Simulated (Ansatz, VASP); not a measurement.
## WS2 in VASP and in Ansatz

INCAR

```
PREC = Accurate ; ENCUT = 520
EDIFF = 1E-6 ; ISMEAR = 0
SIGMA = 0.05 ; LREAL = False
LASPH = True ; NELM = 100
ALGO = Normal ; ISIF = 2
LWAVE = False ; LCHARG = False
GGA = PS ; NBANDS = 35
```

File KPOINTS:

```
Automatic mesh
0
Gamma
  12 12 2
```

Contents of POSCAR:

```
WS2
1.0
    3.0599748907      0.0000000000      0.0000000000
   -1.5299874454      2.6500159903      0.0000000000
    0.0000000000      0.0000000000     12.3485284809
W S
2 4
Direct
    0.3333333333      0.6666666667      0.2500000000
    0.6666666667      0.3333333333      0.7500000000
    0.3333333333      0.6666666667      0.6199879487
    0.6666666667      0.3333333333      0.1199879487
    0.3333333333      0.6666666667      0.8800120513
    0.6666666667      0.3333333333      0.3800120513
```

Input for Ansatz:

```yaml
crystal:
  lattice:
    - [3.0599748907, 0.0, 0.0]
    - [-1.5299874454, 2.6500159903, 0.0]
    - [0.0, 0.0, 12.3485284809]
  atoms:
    - { symbol: W, position: [0.3333333333, 0.6666666667, 0.25] }
    - { symbol: W, position: [0.6666666667, 0.3333333333, 0.75] }
    - { symbol: S, position: [0.3333333333, 0.6666666667, 0.6199879487] }
    - { symbol: S, position: [0.6666666667, 0.3333333333, 0.1199879487] }
    - { symbol: S, position: [0.3333333333, 0.6666666667, 0.8800120513] }
    - { symbol: S, position: [0.6666666667, 0.3333333333, 0.3800120513] }
basis:
  ecutwfc: 420
kpoints:
  mp_grid: { grid: [12, 12, 2] }
hamiltonian:
  xc: pbesol
  pseudopotentials: { kind: paw, azcp: { folder: soft_1 } }
scf:
  occupations: { method: gaussian, width: 0.05 }
output:
  forces: true
  stress: true
  eigenvalues: true
```

Alike in both runs: task single point; functional PBEsol; k mesh 12 × 12 × 2; occupations gaussian, width 0.05 eV; no spin polarisation.

|  | VASP | Ansatz |
| --- | --- | --- |
| version | VASP 6.6.1 | Ansatz 0.2.0 |
| potentials or method | VASP PAW PBE potentials, release 64 (W_sv, S), cutoff 520 eV | scalar-relativistic, plane waves, PAW |
| valence electrons in the cell | 52 | 52 |

|  | VASP | Ansatz | Ansatz less VASP |
| --- | --- | --- | --- |
| gap on the k mesh at the Fermi level (eV) | 0.98 | 0.96 | -0.017 |
| least direct gap on the mesh (eV) | 2.19 | 2.18 | -0.002 |
| pressure (GPa) | 6.1 | 5.9 | -0.14 |
| traceless stress, the component that is largest in VASP (GPa) | -6.04 | -6.06 | -0.016 |
| rms of the force components (eV/Å) | 0.063 | 0.072 | +0.0089 |

VASP's potentials were made for PBE, not for PBEsol, and Ansatz warns of the same on its side. Atom by atom the forces differ by 0.009 eV/Å (rms over components).

Neither program's run includes spin-orbit coupling.
